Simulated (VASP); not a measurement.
Write the native input for VASP 6.6.1 that does the following.

```yaml
Task: single point
Functional: LDA
Potentials_or_basis: VASP PAW LDA potentials, release 64 (B, N)
Cutoff: 600 eV
k_mesh: 10 × 10 × 4
Occupations: gaussian, width 0.01 eV
Spin: no spin polarisation
Dipole_correction: no
Further_INCAR_settings: ALGO = Normal; EDIFF = 1e-06; NBANDS = 16
```

The structure of BN lies in POSCAR:

```
BN
1.0
    2.4889407239      0.0000000000      0.0000000000
   -1.2444703619      2.1554858954      0.0000000000
    0.0000000000      0.0000000000      6.4943198019
B N
2 2
Direct
    0.3333333333      0.6666666667      0.2500000000
    0.6666666667      0.3333333333      0.7500000000
    0.3333333333      0.6666666667      0.7500000000
    0.6666666667      0.3333333333      0.2500000000
```

These files were run (other wordings do the same):

INCAR

```
ALGO     = Normal         # electronic algorithm
EDIFF    = 1E-6           # SCF threshold, eV
ENCUT    = 600            # plane-wave cutoff, eV
GGA      = CA             # functional
GGA_COMPAT= False        
ISIF     = 2              # what is computed and relaxed
ISMEAR   = 0              # smearing method
LASPH    = True           # aspherical terms in the spheres
LCHARG   = True           # write CHGCAR
LELF     = True           # ELF
LREAL    = False          # projectors in reciprocal space
LVHAR    = True         
LWAVE    = False          # write WAVECAR
NBANDS   = 16             # bands
NELM     = 120            # most SCF steps
PREC     = Accurate       # precision mode
SIGMA    = 0.01           # smearing width, eV
```

KPOINTS

```
k-points
0
Gamma
  10 10 4
```

Potentials or basis: VASP PAW LDA potentials, release 64 (B, N).

Run with:

```console
$ cat potpaw_LDA.64/B/POTCAR potpaw_LDA.64/N/POTCAR > POTCAR
$ mpirun -np 1 vasp_std > vasp.out
```

Results of the run:

| Item | Value |
| --- | --- |
| Pressure | 0.3 GPa |
| Band gap on the k mesh | 4.01 eV, indirect (least direct gap 4.47 eV) |

Wall time 9.7 s on 1 thread of Intel(R) Xeon(R) 6975P-C (Granite Rapids), with other jobs on the host, peak memory 0.14 GiB.
